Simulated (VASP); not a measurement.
Set up this calculation in VASP 6.6.1, as the native input.

| Item | Value |
| --- | --- |
| Task | single point |
| Functional | PBE |
| Potentials or basis | VASP PAW PBE potentials, release 64 (Si, S) |
| Cutoff | 520 eV |
| k mesh | 7 × 5 × 1 |
| Occupations | gaussian, width 0.05 eV |
| Spin | collinear spin |
| Starting moments | [0.0, 0.0, 0.0, 0.0, 0.0, 0.0, 2.0] μB |
| Dipole correction | yes |
| Further INCAR settings | ALGO = Normal; EDIFF = 1e-06; NBANDS = 28 |

The structure of Si6S lies in POSCAR:

```
Si6S
1.0
    3.8675355695      0.0000000000      0.0000000000
    0.0000000000      5.4695212554      0.0000000000
    0.0000000000      0.0000000000     19.2238421361
Si S
6 1
Direct
    0.5000000000      0.0000000000      0.2080749505
    0.0000000000      0.2500000000      0.2080749505
    0.0000000000      0.5024402202      0.3062860998
    0.5000000000      0.7475597798      0.3062860998
    0.5000000000      0.0098635024      0.4017845174
    0.0000000000      0.2401364976      0.4017845174
    0.5000000000      0.5098635024      0.4483618675
```

These files were run (other wordings do the same):

INCAR

```
SYSTEM = Si6S
PREC = Accurate
ENCUT = 520
EDIFF = 1E-6
ISMEAR = 0
SIGMA = 0.05
LREAL = .FALSE.
LASPH = .TRUE.
NELM = 150
ALGO = Normal
ISIF = 2
LWAVE = .FALSE.
LCHARG = .FALSE.
ISPIN = 2
MAGMOM = 0 0 0 0 0 0 2
LORBIT = 11
LDIPOL = .TRUE.
IDIPOL = 3
DIPOL = 0.5 0.5 0.326
GGA = PE
NBANDS = 28
```

KPOINTS

```
Automatic mesh
0
G
  7 5 1
  0 0 0
```

Potentials or basis: VASP PAW PBE potentials, release 64 (Si, S).

Command:

```bash
$ cat potpaw_PBE.64/Si/POTCAR potpaw_PBE.64/S/POTCAR > POTCAR
$ mpirun -np 1 vasp_std > vasp.out
```

It gave:

The largest force is 1.483 eV/Å. The net moment is 0.07 μB per cell. The site moments are Si +0.12, -0.11, -0.00, +0.01, -0.01 (each value once); S +0.02 μB and the valence electrons inside the program's atomic spheres are Si 1.63, 1.68, 1.67, 1.64, 1.59 (each value once); S 3.60.

It took 5.4 min on 1 thread of Intel(R) Xeon(R) 6975P-C (Granite Rapids), with other jobs on the host, peak memory 0.67 GiB.
